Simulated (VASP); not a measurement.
W5C: relaxation of cell and atoms with PBE

W5C:

```xyz
6
Lattice="-3.2053 3.2053 2.1205 3.2053 -3.2053 2.1205 3.2053 3.2053 -2.1205" Properties=species:S:1:pos:R:3 pbc="T T T"
W     0.0000    0.0000    0.0000
W     0.7151    1.9728    2.1205
W     1.2326    3.9204    0.0000
W     2.4902    1.2326    0.0000
W     1.9728   -0.7151    2.1205
C     0.0000    0.0000    2.1205
```

This cell differs from its parent crystal: with an interstitial atom.

```
Program                : VASP 6.6.1
Task                   : relaxation of cell and atoms
Functional             : PBE
Potentials or basis    : VASP PAW PBE potentials, release 64 (W_sv, C)
Cutoff                 : 600 eV
k mesh                 : 10 × 10 × 10
Occupations            : gaussian, width 0.1 eV
Spin                   : no spin polarisation
Dipole correction      : no
Further INCAR settings : ALGO = Fast; EDIFF = 1e-06; IBRION = 2; EDIFFG = -0.01; NSW = 100; ISIF = 3
```

```yaml
Relaxed_volume: 14.55 Å³/atom
Relaxed_cell: a = 5.008 Å, b = 5.008 Å, c = 5.008 Å, α = 100.32°, β = 100.32°, γ = 129.91°
Space_group_after_relaxing_to_0.1_Å: I4/m (No. 87)
Energy_gained_by_relaxing: 0.2 meV/atom
Ionic_steps: 7
Pressure_after_relaxing: -0.1 GPa
Largest_force_after_relaxing: 0.010 eV/Å
Band_gap_on_the_k_mesh: zero (bands 37 and 38 overlap by 1.61 eV)
```

Forces on the atoms (eV/Å):
```
W    0.000  0.000  0.000
W   -0.003 -0.009  0.000
W    0.009 -0.003  0.000
W    0.003  0.009  0.000
W   -0.009  0.003  0.000
C    0.000  0.000  0.000
```

Step by step:
| step | energy change (eV) | largest force (eV/Å) | pressure (GPa) | volume (Å³) |
| --- | --- | --- | --- | --- |
| 1 | 0.0000 | 0.0971 | 0.63 | 87.15 |
| 2 | 0.0029 | 0.0763 | -2.10 | 87.86 |
| 3 | -0.0008 | 0.0533 | -0.25 | 87.37 |
| 4 | -0.0012 | 0.0249 | 0.07 | 87.25 |
| 5 | -0.0012 | 0.0237 | 0.05 | 87.27 |
| 6 | -0.0013 | 0.0107 | -0.07 | 87.30 |
| 7 | -0.0013 | 0.0097 | -0.07 | 87.30 |

Final structure:
```
CELL_PARAMETERS angstrom
-3.20854 3.20854 2.12004
3.20854 -3.20854 2.12004
3.20854 3.20854 -2.12004
ATOMIC_POSITIONS crystal
W 0.00000 0.00000 0.00000
W 0.80802 0.61233 0.42035
W 0.61233 0.19198 0.80431
W 0.19198 0.38767 0.57965
W 0.38767 0.80802 0.19569
C 0.50000 0.50000 0.00000
```

Levels at points of the mesh, in eV from the Fermi level:
```csv
k point,band 33,band 34,band 35,band 36,band 37,band 38,band 39,band 40,band 41,band 42
"(0.00, 0.00, 0.00)",-1.99,-1.36,-0.72,-0.72,-0.01,-0.01,1.11,1.21,1.23,2.21
"(0.50, 0.00, 0.00)",-1.88,-1.83,-1.45,-0.74,-0.58,0.22,0.43,0.90,1.35,1.86
"(0.50, 0.50, 0.00)",-1.70,-1.56,-1.15,0.15,0.18,0.66,0.80,1.55,2.52,2.54
"(0.50, 0.50, 0.50)",-1.86,-1.56,-1.40,1.17,1.17,1.24,1.39,1.64,2.02,2.02
```

Run time: 89 min on 1 thread of Oxide Virtual Turin-like Processor, on a shared host, peak memory 0.58 GiB.

Caveat: the cell differs from its parent crystal (with an interstitial atom); spin-orbit coupling is left out, which moves the levels of the heavy elements.
